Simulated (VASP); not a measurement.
Runs of VASP 6.6.1 on TaSi. The structure is that of space group P-3m1 (No. 164), or close to it. The cells are those of the table. 

| task | cell | k mesh | cutoff (eV) | gap on the mesh (eV) | pressure (GPa) | relaxed volume (Å³/atom) | largest force (eV/Å) |
| --- | --- | --- | --- | --- | --- | --- | --- |
| single point | a = 3.230, b = 3.230, c = 8.501 Å, angles 90.0, 90.0, 120.0°, 4 atoms | 6 × 6 × 2 | 520 | none | -17.9 | - | 0.47 |
| single point | a = 3.429, b = 3.429, c = 6.715 Å, angles 90.0, 90.0, 120.0°, 4 atoms | 6 × 6 × 4 | 520 | none | 0.1 | - | 0.01 |
| single point | a = 3.435, b = 3.435, c = 6.696 Å, angles 90.0, 90.0, 120.0°, 4 atoms | 18 × 18 × 8 | 520 | none | 0.0 | - | 0.02 |
| single point | a = 3.421, b = 3.421, c = 6.739 Å, angles 90.0, 90.0, 120.0°, 4 atoms | 6 × 6 × 2 | 520 | none | 0.1 | - | 0.03 |
| relaxation of cell and atoms | relaxed from a = 3.230, b = 3.230, c = 8.501 Å, angles 90.0, 90.0, 120.0°, 4 atoms | 6 × 6 × 2 | 600 | none | 0.0 | 17.08 | 0.02 |
| relaxation of cell and atoms | relaxed from a = 3.421, b = 3.421, c = 6.739 Å, angles 90.0, 90.0, 120.0°, 4 atoms | 6 × 6 × 4 | 600 | none | 0.3 | 17.08 | 0.01 |
| relaxation of cell and atoms | relaxed from a = 3.429, b = 3.429, c = 6.715 Å, angles 90.0, 90.0, 120.0°, 4 atoms | 18 × 18 × 8 | 600 | none | 0.0 | (a) | - |

Alike in all rows: level PBE; potentials or basis VASP PAW PBE potentials, release 64 (Ta_pv, Si); no spin polarisation; smearing gaussian 0.1 eV.

Problem. Fill in the values left out.

Solution. (a) 17.11.

Caveats: some runs use coarse meshes; spin-orbit coupling is left out, which moves the levels of the heavy elements.

A k mesh can miss the band edges, and the runs leave out spin-orbit coupling on Ta.

A gap of «none» marks levels without a gap at the run's occupations.
